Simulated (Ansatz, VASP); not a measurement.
Given: the input of a run of Ansatz 0.2.0 on Pb.

Contents of input.yaml:

```yaml
crystal:
  lattice:
    - [0.0, 2.47502, 2.47502]
    - [2.47502, 0.0, 2.47502]
    - [2.47502, 2.47502, 0.0]
  atoms:
    - { symbol: Pb, position: [0.0, 0.0, 0.0] }
hamiltonian:
  xc: r2scan
  pseudopotentials: { kind: paw }
  dispersion: rvv10
kpoints:
  mp_grid: { grid: [9, 9, 9] }
scf:
  occupations: { method: fermi_dirac, width: 0.05 }
output:
  forces: true
  stress: true
  eigenvalues: true
```

Potentials or basis: Ansatz PAW.

The run is started by

```console
$ ansatz run input.yaml --threads 2 --pin off --max-ram 5120MiB --backend cpu --events-out ev --progress --plain --runs-dir out
```

Set up the same calculation for VASP 6.6.1. Potentials there: VASP PAW PBE potentials, release 64 (Pb_d).

As run (the cutoff follows the program's own potentials):

POSCAR

```
Pb
1.0
    0.0000000000      2.4750200000      2.4750200000
    2.4750200000      0.0000000000      2.4750200000
    2.4750200000      2.4750200000      0.0000000000
Pb
1
Direct
    0.0000000000      0.0000000000      0.0000000000
```

The input INCAR.step1:

```
PREC     = Accurate       # precision mode
ENCUT    = 520            # plane-wave cutoff, eV
ISMEAR   = -1             # smearing method
SIGMA    = 0.05           # smearing width, eV
LREAL    = False          # projectors in reciprocal space
LASPH    = True           # aspherical terms in the spheres
NELM     = 100            # most SCF steps
NBANDS   = 13             # bands
GGA      = PE             # functional
ALGO     = Normal         # electronic algorithm
EDIFF    = 1E-4           # SCF threshold, eV
LWAVE    = True           # write WAVECAR
LCHARG   = False          # write CHGCAR
```

INCAR.step2

```
PREC     = Accurate       # precision mode
ENCUT    = 520            # plane-wave cutoff, eV
EDIFF    = 1E-6           # SCF threshold, eV
ISMEAR   = -1             # smearing method
SIGMA    = 0.05           # smearing width, eV
LREAL    = False          # projectors in reciprocal space
LASPH    = True           # aspherical terms in the spheres
NELM     = 100            # most SCF steps
ALGO     = Normal         # electronic algorithm
ISIF     = 2              # what is computed and relaxed
LWAVE    = False          # write WAVECAR
LCHARG   = False          # write CHGCAR
METAGGA  = R2SCAN         # meta-GGA
LMIXTAU  = True         
LUSE_VDW = True         
IVDW_NL  = 2            
BPARAM   = 11.95        
CPARAM   = 0.0093       
NBANDS   = 13             # bands
ISTART   = 1
```

File KPOINTS:

```
Automatic mesh
0
Gamma
  9 9 9
```

Potentials or basis: VASP PAW PBE potentials, release 64 (Pb_d).

Run with:

```sh
$ cat potpaw_PBE.64/Pb_d/POTCAR > POTCAR
$ cp INCAR.step1 INCAR
$ mpirun -np 1 vasp_std > vasp.out
$ cp INCAR.step2 INCAR
$ mpirun -np 1 vasp_std > vasp.out
```

Both were run:

|  | VASP | Ansatz | Ansatz less VASP |
| --- | --- | --- | --- |
| gap on the k mesh at the Fermi level (eV) | none | none | - |
| pressure (GPa) | 0.2 | 0.0 | -0.19 |

VASP's potentials were made for PBE, not for r2SCAN. A gap of «none» marks a metal or a gap that the smearing closes.

Spin-orbit coupling is off throughout.
